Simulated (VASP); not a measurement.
ZrTi3O8, 12 atoms in the cell. The structure is orthorhombic, space group Cmmm (No. 65). Conventional cell: a = 6.624 Å, b = 6.684 Å, c = 6.095 Å, α = 90.00°, β = 90.00°, γ = 90.00°. Zr (site symmetry mmm) has 6 O at 2.09 to 2.10 Å within 2.8 Å. Ti (site symmetry mmm) has 6 O at 1.95 to 2.05 Å within 2.6 Å. Ti (site symmetry mm2) has 6 O at 1.97 to 1.99 Å within 2.6 Å. Within 2.6 Å of O (site symmetry m2m) lie 3 Ti at 1.97 to 2.05 Å and 1 O at 2.59 Å. O (site symmetry m2m) has 2 Ti at 1.99 Å and 1 Zr at 2.10 Å and 1 O at 2.48 Å within 2.6 Å. O (site symmetry m) has 2 Ti at 1.95 to 1.99 Å and 1 Zr at 2.09 Å within 2.6 Å. 

- Program: VASP 6.6.1
- Task: single point
- Functional: PBE
- Potentials or basis: VASP PAW PBE potentials, release 64 (Zr_sv, Ti_sv, O)
- Cutoff: 520 eV
- k mesh: 6 × 6 × 6
- Occupations: gaussian, width 0.02 eV
- Spin: no spin polarisation
- Dipole correction: no
- Further INCAR settings: ALGO = Normal; EDIFF = 1e-06; NBANDS = 60

Potentials or basis: VASP PAW PBE potentials, release 64 (Zr_sv, Ti_sv, O).

The run is started by

```bash
$ cat potpaw_PBE.64/Zr_sv/POTCAR potpaw_PBE.64/Ti_sv/POTCAR potpaw_PBE.64/O/POTCAR > POTCAR
$ mpirun -np 1 vasp_std > vasp.out
```

Hardware: 1 thread of AMD EPYC 7R13, on a shared host.

Problem. Estimate the wall time of this run.

Solution. It took 19 min on 1 thread of AMD EPYC 7R13 (shared host), peak memory 0.43 GiB. Counts: scf iterations 16, k points 52.
